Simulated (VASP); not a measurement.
Write the native input for VASP 6.6.1 that does the following.

```
Task                   : single point
Functional             : LDA
Potentials or basis    : VASP PAW LDA potentials, release 64 (Hg, Te)
Cutoff                 : 520 eV
k mesh                 : 10 × 10 × 10
Occupations            : gaussian, width 0.01 eV
Spin                   : no spin polarisation
Dipole correction      : no
Further INCAR settings : ALGO = Normal; EDIFF = 1e-07; NBANDS = 16
```

The structure of HgTe lies in POSCAR:

```
HgTe
1.0
    0.0000000000      3.2265000000      3.2265000000
    3.2265000000      0.0000000000      3.2265000000
    3.2265000000      3.2265000000      0.0000000000
Hg Te
1 1
Direct
    0.0000000000      0.0000000000      0.0000000000
    0.2500000000      0.2500000000      0.2500000000
```

The input as run:

INCAR

```
PREC = Accurate
ENCUT = 520
EDIFF = 1E-7
ISMEAR = 0
SIGMA = 0.01
LREAL = F
LASPH = T
NELM = 80
ALGO = Normal
ISIF = 2
LWAVE = F
LCHARG = F
NBANDS = 16
```

KPOINTS

```
Automatic mesh
0
Gamma
  10 10 10
```

Potentials or basis: VASP PAW LDA potentials, release 64 (Hg, Te).

Run with:

```console
$ cat potpaw_LDA.64/Hg/POTCAR potpaw_LDA.64/Te/POTCAR > POTCAR
$ mpirun -np 1 vasp_std > vasp.out
```

It gave:

```yaml
Pressure: -0.1 GPa
Band_gap_on_the_k_mesh: zero (filled and empty bands touch)
```

Caveat: spin-orbit coupling is left out, which moves the levels of the heavy elements.

It took 20 s on 1 thread of Intel(R) Xeon(R) 6975P-C (Granite Rapids) (shared host), peak memory 0.19 GiB.
